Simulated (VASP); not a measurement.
# SiC (gw) (F-43m) in VASP: single point with PBE

Aim: the single point of SiC (gw) with PBE.

Everything below comes from runs of VASP 6.6.1. Logs are shortened: lines on timing, memory, paths and dates and some standing lists are left out, and cuts for length are marked.

**Measured values to compare with.**

“Insight into the structural, elastic and electronic properties of a new orthorhombic 6O-SiC polytype”, 2020, pmc:7200658 quotes, for a bulk crystal of SiC: band gap 2.4 eV (indirect).

How close the calculation comes is told below.

## (1) The cell of the first run

It takes space group F-43m (No. 216, cubic). The conventional cell has a = 4.380 Å, b = 4.380 Å, c = 4.380 Å, α = 90.00°, β = 90.00°, γ = 90.00°. Si (site symmetry -43m) has 4 C at 1.90 Å within 2.5 Å. Within 2.5 Å of C (site symmetry -43m) lie 4 Si at 1.90 Å.

## (2) Single point, PBE

INCAR reads:

```
ALGO = Normal ; EDIFF = 1E-6
ENCUT = 600 ; GGA = PE
GGA_COMPAT = F ; ISIF = 2
ISMEAR = 0 ; LASPH = T
LCHARG = F ; LREAL = F
LWAVE = F ; NBANDS = 11
NELM = 120 ; PREC = Accurate
SIGMA = 0.01
```

KPOINTS reads:

```
k-points
0
Gamma
  6 6 6
```

POSCAR reads:

```
SiC
1.0
    0.0000000000      2.1898721326      2.1898721326
    2.1898721326      0.0000000000      2.1898721326
    2.1898721326      2.1898721326      0.0000000000
Si C
1 1
Direct
    0.0000000000      0.0000000000      0.0000000000
    0.2500000000      0.2500000000      0.2500000000
```

Potentials or basis: VASP PAW PBE potentials, release 64 (Si, C).

Launch:

```console
> cat potpaw_PBE.64/Si/POTCAR potpaw_PBE.64/C/POTCAR > POTCAR
> mpirun -np 1 vasp_std > vasp.out
```

OUTCAR:

```text
EDIFF = 1E-6
   ENCUT = 600
   GGA = PE
   ISIF = 2
   ISMEAR = 0
   LASPH = T
   LREAL = F
   NELM = 120
   PREC = Accurate

 ion  position               nearest neighbor table
   1  0.000  0.000  0.000-   2 1.90   2 1.90   2 1.90   2 1.90
   2  0.250  0.250  0.250-   1 1.90   1 1.90   1 1.90   1 1.90

  LATTYP: Found a face centered cubic cell.
 ALAT       =     4.3797442652

  Lattice vectors:

 A1 = (   0.0000000000,   2.1898721326,   2.1898721326)
 A2 = (   2.1898721326,   0.0000000000,   2.1898721326)
 A3 = (   2.1898721326,   2.1898721326,   0.0000000000)

Analysis of symmetry for initial positions (statically):
=====================================================================
 Subroutine PRICEL returns:
 Original cell was already a primitive cell.

 Routine SETGRP: Setting up the symmetry group for a
 face centered cubic supercell.

 Subroutine GETGRP returns: Found 24 space group operations
 (whereof 24 operations were pure point group operations)
 out of a pool of 48 trial point group operations.

The static configuration has the point symmetry T_d .

Analysis of symmetry for dynamics (positions and initial velocities):
=====================================================================
 Subroutine PRICEL returns:
 Original cell was already a primitive cell.

 Routine SETGRP: Setting up the symmetry group for a
 face centered cubic supercell.

 Subroutine GETGRP returns: Found 24 space group operations
 (whereof 24 operations were pure point group operations)
 out of a pool of 48 trial point group operations.

The dynamic configuration has the point symmetry T_d .

 Subroutine INISYM returns: Found 24 space group operations
 (whereof 24 operations are pure point group operations),
 and found     1 'primitive' translations

----------------------------------------------------------------------------------------

                                     Primitive cell

  volume of cell :      21.0032

  direct lattice vectors                    reciprocal lattice vectors
     0.000000000  2.189872133  2.189872133    -0.228323833  0.228323833  0.228323833
     2.189872133  0.000000000  2.189872133     0.228323833 -0.228323833  0.228323833
     2.189872133  2.189872133  0.000000000     0.228323833  0.228323833 -0.228323833

  length of vectors
     3.096946870  3.096946870  3.096946870     0.395468480  0.395468480  0.395468480

  position of ions in fractional coordinates (direct lattice)
     0.000000000  0.000000000  0.000000000
     0.250000000  0.250000000  0.250000000
[... 76 lines left out ...]
   POTIM  = 0.5000    time-step for ionic-motion
   TEBEG  =    0.0;   TEEND  =   0.0 temperature during run
   PSTRESS=    0.0 pullay stress
   NELECT =       8.0000    total number of electrons
   NUPDOWN=      -1.0000    fix difference up-down
   EMIN   =  10.00;   EMAX   =-10.00  energy-range for DOS
   EFERMI =   0.00;   METHOD = LEGACY
   ISMEAR =     0;   SIGMA  =   0.01  broadening in eV -4-tet -1-fermi 0-gaus
   EFERMI_NEDOS =   21; number of points for ismear=-14 and -15
   IALGO  =     38    algorithm
   IMIX   =      4    mixing-type and parameters
     AMIX     =   0.40;   BMIX     =  1.00
     AMIX_MAG =   1.60;   BMIX_MAG =  1.00
  volume/ion in A,a.u.               =      10.50        70.87
  Fermi-wavevector in a.u.,A,eV,Ry     =   1.186705  2.242547 19.160657  1.408269
  Thomas-Fermi vector in A             =   2.322872
   LORBIT       =      0    0 simple, 1 ext, 2 COOP (PROOUT), +10 PAW based schemes
   GGA     = PE    functional components
   LHFCALC =     F    Hartree Fock is set to
   AEXX    =    0.0000 exact exchange contribution
   IVDW    =     0    specifies the selected vdW correction
   LEPSILON=     F    determine dielectric tensor
   LRPA    =     F    only Hartree local field effects (RPA)
 non-spin polarized calculation
 Gauss-broadening in eV      SIGMA  =   0.01
  energy-cutoff  :      600.00
  volume of cell :       21.00
 maximum number of plane-waves:       725
 NGX is ok and might be reduce to    28
   NGX = 13   NGY = 13   NGZ = 13

 number of electron       8.0000000 magnetization

 Free energy of the ion-electron system (eV)
  ---------------------------------------------------
  ext. energy  EPLUGINS =         0.00000000
  ---------------------------------------------------
  free energy    TOTEN  =       -15.05159558 eV

  energy without entropy =      -15.05159558  energy(sigma->0) =      -15.05159558

 E-fermi :   8.0703     XC(G=0): -11.2891

 val. band max:        7.9470791024   @ k =   0.0000   0.0000   0.0000
 cond. band min:       9.3121132773   @ k =   0.5000   0.5000   0.0000
 fundamental gap:      1.3650341749
 Fermi energy:         8.0702879754

 k-point     1 :       0.0000    0.0000    0.0000
  band No.  band energies     occupation
      1      -7.3427      2.00000
      2       7.9471      2.00000
      3       7.9471      2.00000
      4       7.9471      2.00000
      5      14.0045      0.00000
      6      15.1457      0.00000
      7      15.1457      0.00000
      8      15.1457      0.00000
      9      22.3611      0.00000
     10      22.3611      0.00000
     11      24.1920      0.00000
[... 197 lines left out ...]
 k-point    16 :      -0.3333    0.5000    0.1667
  band No.  band energies     occupation
      1      -2.2294      2.00000
      2       0.6901      2.00000
      3       3.4927      2.00000
      4       3.6150      2.00000
      5      11.9205      0.00000
      6      14.9489      0.00000
      7      18.6462      0.00000
      8      20.0046      0.00000
      9      21.9487      0.00000
     10      25.5073      0.00000
     11      28.8226      0.00000

------------------------ aborting loop because EDIFF is reached ----------------------------------------

  FORCE on cell =-STRESS in cart. coord.  units (eV):
  Direction    XX          YY          ZZ          XY          YZ          ZX
  --------------------------------------------------------------------------------------
  -------------------------------------------------------------------------------------
  Total       -0.0192638     -0.0192638     -0.0192638      0.0000000      0.0000000      0.0000000
  in kB       -1.4694862     -1.4694862     -1.4694862      0.0000000      0.0000000      0.0000000
  external PRESSURE =      -1.4694862 kB  Pullay stress =       0.0000000 kB

 VOLUME and BASIS-vectors are now :
 -----------------------------------------------------------------------------
  energy-cutoff  :      600.00
  volume of cell :       21.00
      direct lattice vectors                 reciprocal lattice vectors
     0.000000000  2.189872133  2.189872133    -0.228323833  0.228323833  0.228323833
     2.189872133  0.000000000  2.189872133     0.228323833 -0.228323833  0.228323833
     2.189872133  2.189872133  0.000000000     0.228323833  0.228323833 -0.228323833

 POSITION                                       TOTAL-FORCE (eV/Angst)
 -----------------------------------------------------------------------------------
      0.00000      0.00000      0.00000        -0.000000      0.000000      0.000000
      1.09494      1.09494      1.09494         0.000000     -0.000000     -0.000000
 -----------------------------------------------------------------------------------
    total drift:                               -0.000000     -0.000000     -0.000000

  FREE ENERGIE OF THE ION-ELECTRON SYSTEM (eV)
  ---------------------------------------------------
  free  energy   TOTEN  =       -15.0515955785 eV

  energy  without entropy=      -15.0515955785  energy(sigma->0) =      -15.05159558
```

stdout:

```text
POSCAR found type information on POSCAR SiC
 POSCAR found :  2 types and       2 ions
 scaLAPACK will be used
 LDA part: xc-table for (Slater+PW92), standard interpolation
 POSCAR, INCAR and KPOINTS ok, starting setup
 FFT: planning ... GRIDC
 FFT: planning ... GRID_SOFT
 FFT: planning ... GRID
 WAVECAR not read
 entering main loop
```

Wall time 12 s (1 thread of Intel Xeon 8259CL, shared host); peak memory 0.15 GiB.

Results:

```yaml
Free_energy: -15.0516 eV
Pressure: -0.1 GPa
Band_gap_on_the_k_mesh: 1.36 eV, indirect (least direct gap 4.52 eV)
```

## (3) Against experiment

Step 2. Against the measured gap of SiC, 2.4 eV (indirect; quoted in “Insight into the structural, elastic and electronic properties of a new orthorhombic 6O-SiC polytype”, 2020, pmc:7200658), the calculated 1.36 eV is off by -1.03 eV. The value is that of PBE on a finite k mesh, which can miss the band edges, without temperature or zero-point motion. Semilocal functionals fall short of measured gaps as a rule.
